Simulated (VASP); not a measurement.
# InAs: relaxation of cell and atoms with RPBE+D4

InAs:

```xyz
2
Lattice="0.0000 3.0180 3.0180 3.0180 0.0000 3.0180 3.0180 3.0180 0.0000" Properties=species:S:1:pos:R:3 pbc="T T T"
In    0.0000    0.0000    0.0000
As    4.5270    4.5270    4.5270
```

```json
{
 "Program": "VASP 6.6.1",
 "Task": "relaxation of cell and atoms",
 "Functional": "RPBE",
 "Dispersion": "D4",
 "Potentials or basis": "VASP PAW PBE potentials, release 64 (In_d, As)",
 "Cutoff": "600 eV",
 "k mesh": "8 × 8 × 8",
 "Occupations": "fermi-dirac, width 0.05 eV",
 "Spin": "no spin polarisation",
 "Dipole correction": "no",
 "Further INCAR settings": "ALGO = Normal; EDIFF = 1e-06; IBRION = 2; EDIFFG = -0.005; NSW = 80; ISIF = 3"
}
```

```
Relaxed volume                        : 28.45 Å³/atom
Relaxed cell                          : a = 4.317 Å, b = 4.317 Å, c = 4.317 Å, α = 60.00°, β = 60.00°, γ = 60.00°
Space group after relaxing (to 0.1 Å) : F-43m (No. 216)
Energy gained by relaxing             : 5.8 meV/atom
Ionic steps                           : 3
Pressure after relaxing               : 0.0 GPa
Band gap on the k mesh                : zero (filled and empty bands touch)
Dispersion energy per atom            : -0.589 eV
```

Step by step:
| step | energy change (eV) | largest force (eV/Å) | pressure (GPa) | volume (Å³) |
| --- | --- | --- | --- | --- |
| 1 | 0.0000 | 0.0000 | 2.01 | 54.98 |
| 2 | -0.0095 | 0.0000 | -0.78 | 57.76 |
| 3 | -0.0116 | 0.0000 | 0.02 | 56.90 |

Final structure:
```yaml
crystal:
  lattice:
    - [0.00000, 3.05279, 3.05279]
    - [3.05279, 0.00000, 3.05279]
    - [3.05279, 3.05279, 0.00000]
  atoms:
    - { symbol: In, position: [0.00000, 0.00000, 0.00000] }
    - { symbol: As, position: [0.75000, 0.75000, 0.75000] }
```

Levels at points of the mesh, in eV from the Fermi level:
```csv
k point,band 5,band 6,band 7,band 8,band 9,band 10,band 11,band 12,band 13
"(0.00, 0.00, 0.00)",-14.30,-11.69,-0.27,-0.05,-0.05,-0.05,3.89,3.89,3.89
"(0.50, 0.00, 0.00)",-14.29,-10.31,-5.62,-0.99,-0.99,0.94,4.66,4.66,6.94
"(0.50, 0.50, 0.00)",-14.28,-9.80,-5.72,-2.26,-2.26,1.66,2.09,9.09,9.09
```

Wall time 110 s on 1 thread of Intel Xeon 8259CL (shared host), peak memory 0.23 GiB.

Caveat: semilocal functionals underestimate gaps, so a narrow gap can read as zero; the PAW data sets were made with another functional, which shifts forces and pressure a little; spin-orbit coupling is left out, which moves the levels of the heavy elements. Zero-point motion and thermal expansion aren't in these numbers.
